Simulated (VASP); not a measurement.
Here is a VASP 6.6.1 calculation.

File INCAR:

```
PREC     = Accurate       # precision mode
ENCUT    = 520            # plane-wave cutoff, eV
EDIFF    = 1E-6           # SCF threshold, eV
ISMEAR   = 0              # smearing method
SIGMA    = 0.01           # smearing width, eV
LREAL    = Auto         
LASPH    = T              # aspherical terms in the spheres
NELM     = 100            # most SCF steps
ALGO     = Normal         # electronic algorithm
ISIF     = 2              # what is computed and relaxed
LWAVE    = F              # write WAVECAR
LCHARG   = T              # write CHGCAR
GGA      = PE             # functional
LELF     = T              # ELF
LVHAR    = T            
NBANDS   = 122            # bands
NELECT   = 186.0
```

The input KPOINTS:

```
regular mesh
0
Gamma
  2 2 2
```

POSCAR

```
B24N23
1.0
    0.0000000000      0.0000000000      8.3612182313
    7.5364148001     -4.3511511137      0.0000000000
    0.0000000001      8.7023022272      0.0000000000
B N
24 23
Direct
    0.0000000000      0.1666666667      0.3334010506
    0.0000000000      0.6666965812      0.3333562314
    0.0000000000      0.5000690324      0.5000690324
    0.0000000000      0.3333562314      0.6666965812
    0.0000000000      0.1666666667      0.8332643009
    0.0000000000     -0.0000228980      0.5000070166
    0.0000000000      0.8333263168      0.6666367521
    0.0000000000      0.6666367521      0.8333263168
    0.0000000000      0.5000070166     -0.0000228980
    0.0000000000      0.3334010506      0.1666666667
    0.0000000000     -0.0000677173     -0.0000677173
    0.0000000000      0.8332643009      0.1666666667
    0.5000000000      0.0003862160      0.1666666667
    0.5000000000      0.5008756378      0.1666666667
    0.5000000000      0.3329471174      0.3329471174
    0.5000000000      0.1666666667      0.5008756378
    0.5000000000      0.0003742902      0.6673798207
    0.5000000000      0.8336721971      0.3329590431
    0.5000000000      0.6659535126      0.4996611362
    0.5000000000      0.4996611362      0.6659535126
    0.5000000000      0.3329590431      0.8336721971
    0.5000000000      0.1666666667      0.0003862160
    0.5000000000      0.8324576956      0.8324576956
    0.5000000000      0.6673798207      0.0003742902
    0.0000000000      0.0000084249      0.1666666667
    0.0000000000      0.5000127307      0.1666666667
    0.0000000000      0.3333249084      0.3333249084
    0.0000000000      0.1666666667      0.5000127307
    0.0000000000     -0.0000016446      0.6666719447
    0.0000000000      0.8333402560      0.3333349780
    0.0000000000      0.6666613887      0.4999930774
    0.0000000000      0.4999930774      0.6666613887
    0.0000000000      0.3333349780      0.8333402560
    0.0000000000      0.1666666667      0.0000084249
    0.0000000000      0.8333206026      0.8333206026
    0.0000000000      0.6666719447     -0.0000016446
    0.5000000000      0.6669805221      0.1666666667
    0.5000000000      0.4955048900      0.3306692424
    0.5000000000      0.3306692424      0.4955048900
    0.5000000000      0.1666666667      0.6669805221
    0.5000000000      0.0026640909      0.3315023143
    0.5000000000      0.8333333333      0.5000000000
    0.5000000000      0.6663528112      0.6663528112
    0.5000000000      0.5000000000      0.8333333333
    0.5000000000      0.3315023143      0.0026640909
    0.5000000000      0.0018310191      0.8378284433
    0.5000000000      0.8378284433      0.0018310191
```

Potentials or basis: VASP PAW PBE potentials, release 64 (B, N).

Command:

```bash
$ cat potpaw_PBE.64/B/POTCAR potpaw_PBE.64/N/POTCAR > POTCAR
$ mpirun -np 1 vasp_std > vasp.out
```

(1) Predict the largest force.

Answers

(1) 0.018 eV/Å.

Caveat: the cell carries a net charge on a neutralising background, which shifts energy and pressure.
